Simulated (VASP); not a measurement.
# W (I4_1/amd) in VASP: further runs

Runs on W. Level: PBE. Tasks: relaxation of cell and atoms, single point.

Everything below comes from runs of VASP 6.6.1. Logs are shortened: lines on timing, memory, paths and dates and some standing lists are left out, and cuts for length are marked.

## Step 1: The cell of the first run

The structure is tetragonal, space group I4_1/amd (No. 141). Conventional cell: a = 4.931 Å, b = 4.931 Å, c = 2.690 Å, α = 90.00°, β = 90.00°, γ = 90.00°. W (site symmetry -4m2) has 10 W at 2.56 to 3.19 Å within 3.4 Å.

## Step 2: Relaxation of cell and atoms, PBE

The input, INCAR:

```
SYSTEM = W
  PREC = Accurate
  ENCUT = 600
  EDIFF = 1E-6
  ISMEAR = 0
  SIGMA = 0.1
  LREAL = .FALSE.
  LASPH = .TRUE.
  NELM = 100
  ALGO = Normal
  ISIF = 3
  LWAVE = .FALSE.
  LCHARG = .FALSE.
  GGA = PE
  IBRION = 2
  NSW = 90
  EDIFFG = -0.04
```

The input, KPOINTS:

```
regular mesh
0
G
  8 8 8
  0 0 0
```

The input, POSCAR:

```
W
1.0
   -2.4656804795      2.4656804795      1.3450742167
    2.4656804795     -2.4656804795      1.3450742167
    2.4656804795      2.4656804795     -1.3450742167
W
2
Direct
    0.0000000000      0.0000000000      0.0000000000
    0.7500000000      0.2500000000      0.5000000000
```

Potentials or basis: VASP PAW PBE potentials, release 64 (W_sv).

Command:

```bash
> cat potpaw_PBE.64/W_sv/POTCAR > POTCAR
> mpirun -np 1 vasp_std > vasp.out
```

OUTCAR:

```text
SYSTEM = W
   PREC = Accurate
   ENCUT = 600
   EDIFF = 1E-6
   ISMEAR = 0
   LREAL = .FALSE.
   LASPH = .TRUE.
   NELM = 100
   ISIF = 3
   GGA = PE
   IBRION = 2
   NSW = 90
   EDIFFG = -0.04

 ion  position               nearest neighbor table
   1  0.000  0.000  0.000-   2 2.56   2 2.56   2 2.56   2 2.56   2 3.19   2 3.19   2 3.19   2 3.19

   2  0.750  0.250  0.500-   1 2.56   1 2.56   1 2.56   1 2.56   1 3.19   1 3.19   1 3.19   1 3.19

  LATTYP: Found a body centered tetragonal cell.
 ALAT       =     4.9313609590
 C/A-ratio  =     0.5455184595

  Lattice vectors:

 A1 = (  -2.4656804795,   2.4656804795,   1.3450742167)
 A2 = (   2.4656804795,  -2.4656804795,   1.3450742167)
 A3 = (   2.4656804795,   2.4656804795,  -1.3450742167)

Analysis of symmetry for initial positions (statically):
=====================================================================
 Subroutine PRICEL returns:
 Original cell was already a primitive cell.

 Routine SETGRP: Setting up the symmetry group for a
 body centered tetragonal supercell.

 Subroutine GETGRP returns: Found 16 space group operations
 (whereof  8 operations were pure point group operations)
 out of a pool of 16 trial point group operations.

The static configuration has the point symmetry D_2d.
 The point group associated with its full space group is D_4h.

Analysis of symmetry for dynamics (positions and initial velocities):
=====================================================================
 Subroutine PRICEL returns:
 Original cell was already a primitive cell.

 Routine SETGRP: Setting up the symmetry group for a
 body centered tetragonal supercell.

 Subroutine GETGRP returns: Found 16 space group operations
 (whereof  8 operations were pure point group operations)
 out of a pool of 16 trial point group operations.

The dynamic configuration has the point symmetry D_2d.
 The point group associated with its full space group is D_4h.

 Subroutine INISYM returns: Found 16 space group operations
 (whereof  8 operations are pure point group operations),
 and found     1 'primitive' translations

----------------------------------------------------------------------------------------

                                     Primitive cell

  volume of cell :      32.7099

  direct lattice vectors                    reciprocal lattice vectors
    -2.465680480  2.465680480  1.345074217     0.000000000  0.202783777  0.371726700
     2.465680480 -2.465680480  1.345074217     0.202783777  0.000000000  0.371726700
     2.465680480  2.465680480 -1.345074217     0.202783777  0.202783777  0.000000000

  length of vectors
     3.737430281  3.737430281  3.737430281     0.423440668  0.423440668  0.286779567

  position of ions in fractional coordinates (direct lattice)
     0.000000000  0.000000000  0.000000000
     0.750000000  0.250000000  0.500000000

  ion indices of the primitive-cell ions
   primitive index   ion index
                 1           1
                 2           2

----------------------------------------------------------------------------------------

 KPOINTS: regular mesh

Automatic generation of k-mesh.
 Grid dimensions read from file:
 generate k-points for:    8    8    8

 Generating k-lattice:

  Cartesian coordinates                     Fractional coordinates (reciprocal lattice)
     0.000000000  0.025347972  0.046465838     0.125000000  0.000000000  0.000000000
     0.025347972  0.000000000  0.046465838     0.000000000  0.125000000  0.000000000
     0.025347972  0.025347972  0.000000000     0.000000000  0.000000000  0.125000000

  Length of vectors
     0.052930084  0.052930084  0.035847446

  Shift w.r.t. Gamma in fractional coordinates (k-lattice)
     0.000000000  0.000000000  0.000000000

 Subroutine IBZKPT returns following result:
 ===========================================

 Found     59 irreducible k-points:

 Following reciprocal coordinates:
            Coordinates               Weight
  0.000000  0.000000  0.000000      1.000000
  0.125000  0.000000  0.000000      8.000000
  0.250000  0.000000  0.000000      8.000000
  0.375000 -0.000000  0.000000      8.000000
  0.500000  0.000000  0.000000      4.000000
  0.125000  0.125000  0.000000      8.000000
[... 16 lines left out ...]
  0.250000  0.125000  0.125000     16.000000
  0.375000  0.125000  0.125000      8.000000
 [... further k-points ...]
   k-points           NKPTS =     59   k-points in BZ     NKDIM =     59   number of bands    NBANDS=     18
   number of dos      NEDOS =    301   number of ions     NIONS =      2
   total plane-waves  NPLWV =  27000
   dimension x,y,z NGX =    30 NGY =   30 NGZ =   30
   dimension x,y,z NGXF=    60 NGYF=   60 NGZF=   60
   ions per type =               2
   NGX,Y,Z   is equivalent  to a cutoff of  13.34, 13.34, 13.34 a.u.
   NGXF,Y,Z  is equivalent  to a cutoff of  26.69, 26.69, 26.69 a.u.
 SYSTEM =  W
   PREC   = accura    normal or accurate (medium, high low for compatibility)
   ISTART =      0    job   : 0-new  1-cont  2-samecut
   ICHARG =      2    charge: 1-file 2-atom 10-const
   ISPIN  =      1    spin polarized calculation?
   LNONCOLLINEAR =      F non collinear calculations
   LSORBIT =      F    spin-orbit coupling
   LASPH  =      T    aspherical Exc in radial PAW
   ENCUT  =  600.0 eV  44.10 Ry    6.64 a.u.   7.46  7.46  7.46*2*pi/ulx,y,z
   NELM   =    100;   NELMIN=  2; NELMDL= -5     # of ELM steps
   EDIFF  = 0.1E-05   stopping-criterion for ELM
   LREAL  =      F    real-space projection
   EDIFFG = -.4E-01   stopping-criterion for IOM
   NSW    =     90    number of steps for IOM
   IBRION =      2    ionic relax: 0-MD 1-quasi-New 2-CG
   NFREE  =      1    steps in history (QN), initial steepest desc. (CG)
   ISIF   =      3    stress and relaxation
   ISYM   =      2    0-nonsym 1-usesym 2-fastsym
   POTIM  = 0.5000    time-step for ionic-motion
   TEBEG  =    0.0;   TEEND  =   0.0 temperature during run
   PSTRESS=    0.0 pullay stress
   NELECT =      28.0000    total number of electrons
   NUPDOWN=      -1.0000    fix difference up-down
   EMIN   =  10.00;   EMAX   =-10.00  energy-range for DOS
   EFERMI =   0.00;   METHOD = LEGACY
   ISMEAR =     0;   SIGMA  =   0.10  broadening in eV -4-tet -1-fermi 0-gaus
   EFERMI_NEDOS =   21; number of points for ismear=-14 and -15
   IALGO  =     38    algorithm
   IMIX   =      4    mixing-type and parameters
     AMIX     =   0.40;   BMIX     =  1.00
     AMIX_MAG =   1.60;   BMIX_MAG =  1.00
  volume/ion in A,a.u.               =      16.35       110.37
  Fermi-wavevector in a.u.,A,eV,Ry     =   1.554417  2.937422 32.874567  2.416213
  Thomas-Fermi vector in A             =   2.658506
   LORBIT       =      0    0 simple, 1 ext, 2 COOP (PROOUT), +10 PAW based schemes
   GGA     = PE    functional components
   LHFCALC =     F    Hartree Fock is set to
   AEXX    =    0.0000 exact exchange contribution
   IVDW    =     0    specifies the selected vdW correction
   LEPSILON=     F    determine dielectric tensor
   LRPA    =     F    only Hartree local field effects (RPA)
 conjugate gradient relaxation of ions
 non-spin polarized calculation
 Gauss-broadening in eV      SIGMA  =   0.10
  energy-cutoff  :      600.00
  volume of cell :       32.71
 maximum number of plane-waves:      1109
 NGX is ok and might be reduce to    30
   NGX = 15   NGY = 15   NGZ = 15

--------------------------------------- Ionic step        1  -------------------------------------------

 number of electron      28.0000003 magnetization

 Free energy of the ion-electron system (eV)
  ---------------------------------------------------
  ext. energy  EPLUGINS =         0.00000000
  ---------------------------------------------------
  free energy    TOTEN  =       -23.44456340 eV

  energy without entropy =      -23.43538306  energy(sigma->0) =      -23.43997323

 E-fermi :  11.0091     XC(G=0): -13.3583

 val. band max:       11.0044772027   @ k =  -0.1250   0.2500   0.1250
 cond. band min:      11.0096679552   @ k =  -0.3750  -0.3750   0.3750
 fundamental gap:      0.0051907525
 Fermi energy:        11.0091218091

 k-point     1 :       0.0000    0.0000    0.0000
  band No.  band energies     occupation
      1     -63.0503      2.00000
      2     -62.7610      2.00000
      3     -27.9094      2.00000
      4     -27.9094      2.00000
      5     -26.6446      2.00000
      6     -26.6244      2.00000
[... 10 lines left out ...]
     17      12.9272      0.00000
     18      16.4566      0.00000
[... 466 lines left out ...]
      2     -62.7849      2.00000
      3     -27.9469      2.00000
      4     -27.7675      2.00000
      5     -27.5350      2.00000
      6     -27.0650      2.00000
[... 10 lines left out ...]
     17      14.4249      0.00000
     18      15.9655      0.00000

 [... further k-points ...]

------------------------ aborting loop because EDIFF is reached ----------------------------------------

  FORCE on cell =-STRESS in cart. coord.  units (eV):
  Direction    XX          YY          ZZ          XY          YZ          ZX
  --------------------------------------------------------------------------------------
  -------------------------------------------------------------------------------------
  Total        5.0022677      5.0022677      3.0400719      0.0000000      0.0000000      0.0000000
  in kB      245.0178246    245.0178246    148.9068264      0.0000000      0.0000000      0.0000000
  external PRESSURE =     212.9808252 kB  Pullay stress =       0.0000000 kB
[... 89 lines left out ...]
  FREE ENERGIE OF THE ION-ELECTRON SYSTEM (eV)
  ---------------------------------------------------
  free  energy   TOTEN  =       -23.6216546402 eV

  energy  without entropy=      -23.6128458385  energy(sigma->0) =      -23.61725024

[... ionic steps 4 to 7 ...]

--------------------------------------- Ionic step        8  -------------------------------------------

 number of electron      27.9999995 magnetization

------------------------ aborting loop because EDIFF is reached ----------------------------------------

  FORCE on cell =-STRESS in cart. coord.  units (eV):
  Direction    XX          YY          ZZ          XY          YZ          ZX
  --------------------------------------------------------------------------------------
  -------------------------------------------------------------------------------------
  Total        0.0855136      0.0855136      0.0847418      0.0000000     -0.0000000      0.0000000
  in kB        3.8802838      3.8802838      3.8452654      0.0000000     -0.0000000      0.0000000
  external PRESSURE =       3.8686110 kB  Pullay stress =       0.0000000 kB
[... 57 lines left out ...]
  energy  without entropy=      -23.6244472125  energy(sigma->0) =      -23.62808267

--------------------------------------- Ionic step       10  -------------------------------------------

 number of electron      27.9999996 magnetization

 Free energy of the ion-electron system (eV)
  ---------------------------------------------------
  ext. energy  EPLUGINS =         0.00000000
  ---------------------------------------------------
  free energy    TOTEN  =       -23.63201664 eV

  energy without entropy =      -23.62486102  energy(sigma->0) =      -23.62843883

 E-fermi :   9.8783     XC(G=0): -12.9246

 val. band max:        9.8328686079   @ k =  -0.1250   0.2500   0.1250
 cond. band min:       9.9153652074   @ k =  -0.3750   0.3750   0.0000
 fundamental gap:      0.0824965995
 Fermi energy:         9.8782888522

 k-point     1 :       0.0000    0.0000    0.0000
  band No.  band energies     occupation
      1     -64.1781      2.00000
      2     -63.9884      2.00000
      3     -28.8545      2.00000
      4     -28.8545      2.00000
      5     -27.8226      2.00000
      6     -27.8226      2.00000
[... 10 lines left out ...]
     17      12.0563      0.00000
     18      14.6363      0.00000
[... 466 lines left out ...]
      2     -63.9825      2.00000
      3     -28.9333      2.00000
      4     -28.8211      2.00000
      5     -28.5581      2.00000
      6     -28.2194      2.00000
[... 10 lines left out ...]
     17      12.8163      0.00000
     18      14.2731      0.00000

 [... further k-points ...]

------------------------ aborting loop because EDIFF is reached ----------------------------------------

  FORCE on cell =-STRESS in cart. coord.  units (eV):
  Direction    XX          YY          ZZ          XY          YZ          ZX
  --------------------------------------------------------------------------------------
  -------------------------------------------------------------------------------------
  Total       -0.0037686     -0.0037686      0.0145094      0.0000000     -0.0000000      0.0000000
  in kB       -0.1707292     -0.1707292      0.6573156      0.0000000     -0.0000000      0.0000000
  external PRESSURE =       0.1052857 kB  Pullay stress =       0.0000000 kB
[... 17 lines left out ...]
  FREE ENERGIE OF THE ION-ELECTRON SYSTEM (eV)
  ---------------------------------------------------
  free  energy   TOTEN  =       -23.6320166417 eV

  energy  without entropy=      -23.6248610172  energy(sigma->0) =      -23.62843883

 reached required accuracy - stopping structural energy minimisation
```

Wall time 8.5 min (1 thread of Intel Xeon 8259CL, shared host); peak memory 0.2 GiB.

What came out:

| Item | Value |
| --- | --- |
| Free energy | -23.6320 eV |
| Relaxed volume | 17.68 Å³/atom |
| Relaxed cell | a = 3.863 Å, b = 3.863 Å, c = 3.863 Å, α = 97.01°, β = 97.01°, γ = 139.11° |
| Space group after relaxing (to 0.1 Å) | I4_1/amd (No. 141) |
| Energy gained by relaxing | 93.7 meV/atom |
| Ionic steps | 10 |
| Pressure after relaxing | 0.0 GPa |
| Band gap on the k mesh | zero (bands 14 and 15 overlap by 2.68 eV) |

Stress tensor (GPa, compression positive):
```
-0.02  0.00  0.00
 0.00 -0.02  0.00
 0.00  0.00  0.07
```

Step by step:
| step | energy change (eV) | largest force (eV/Å) | pressure (GPa) | volume (Å³) |
| --- | --- | --- | --- | --- |
| 1 | 0.0000 | 0.0000 | 21.30 | 32.71 |
| 2 | 0.8768 | 0.0000 | -32.28 | 44.09 |
| 3 | -0.1771 | 0.0000 | -2.21 | 35.70 |
| 4 | -0.1784 | 0.0000 | -0.63 | 35.46 |
| 5 | -0.1784 | 0.0000 | -0.25 | 35.40 |
| 6 | -0.1872 | 0.0000 | 0.50 | 35.30 |
| 7 | -0.1874 | 0.0000 | 0.38 | 35.31 |
| 8 | -0.1874 | 0.0000 | 0.39 | 35.31 |
| 9 | -0.1872 | 0.0000 | -0.76 | 35.49 |
| 10 | -0.1875 | 0.0000 | 0.01 | 35.37 |

Final structure:
```
W
1.0
    -2.55963    2.55963    1.34950
     2.55963   -2.55963    1.34950
     2.55963    2.55963   -1.34950
W
2
Direct
  0.00000 0.00000 0.00000
  0.75000 0.25000 0.50000
```

Caveat: spin-orbit coupling is left out, which moves the levels of the heavy elements.

## Step 3: Single point, PBE

This run uses another cell than the first one, of 17.61 Å³/atom.

The input, INCAR:

```
PREC = Accurate ; ENCUT = 520
EDIFF = 1E-6 ; ISMEAR = 0
SIGMA = 0.1 ; LREAL = False
LASPH = True ; NELM = 60
ALGO = Fast ; ISIF = 2
LWAVE = False ; LCHARG = False
GGA = PE ; NBANDS = 21
```

The input, KPOINTS:

```
Automatic mesh
0
Gamma
  18 18 18
```

The input, POSCAR:

```
W
1.0
   -2.5598265375      2.5598265375      1.3437801111
    2.5598265375     -2.5598265375      1.3437801111
    2.5598265375      2.5598265375     -1.3437801111
W
2
Direct
    0.0000000000      0.0000000000      0.0000000000
    0.7500000000      0.2500000000      0.5000000000
```

Potentials or basis: VASP PAW PBE potentials, release 64 (W_sv).

Command:

```bash
> cat potpaw_PBE.64/W_sv/POTCAR > POTCAR
> mpirun -np 1 vasp_std > vasp.out
```

It took 14 min on 1 thread of Intel Xeon 8259CL, shared host; peak memory 0.39 GiB.

The run converged. Its results:

* Free energy: -23.6597 eV
* Pressure: 0.6 GPa
* Band gap on the k mesh: zero (bands 14 and 15 overlap by 3.14 eV)

Levels at points of the mesh, in eV from the Fermi level:
| k point | band 10 | band 11 | band 12 | band 13 | band 14 | band 15 | band 16 | band 17 | band 18 | band 19 |
| --- | --- | --- | --- | --- | --- | --- | --- | --- | --- | --- |
| (0.00, 0.00, 0.00) | -5.43 | -3.75 | -3.65 | -2.60 | 2.22 | 2.22 | 2.27 | 2.27 | 4.81 | 5.28 |
| (0.50, 0.00, 0.00) | -4.69 | -3.29 | -2.54 | -0.39 | -0.30 | -0.21 | 1.97 | 2.94 | 3.37 | 6.97 |
| (0.50, 0.50, 0.00) | -5.56 | -2.95 | -2.95 | -1.26 | -1.26 | 0.39 | 0.39 | 3.24 | 3.24 | 3.55 |
| (0.50, 0.50, 0.50) | -5.42 | -2.50 | -2.50 | -0.67 | -0.67 | 1.10 | 1.10 | 2.77 | 2.77 | 2.80 |

Caveat: spin-orbit coupling is left out, which moves the levels of the heavy elements.
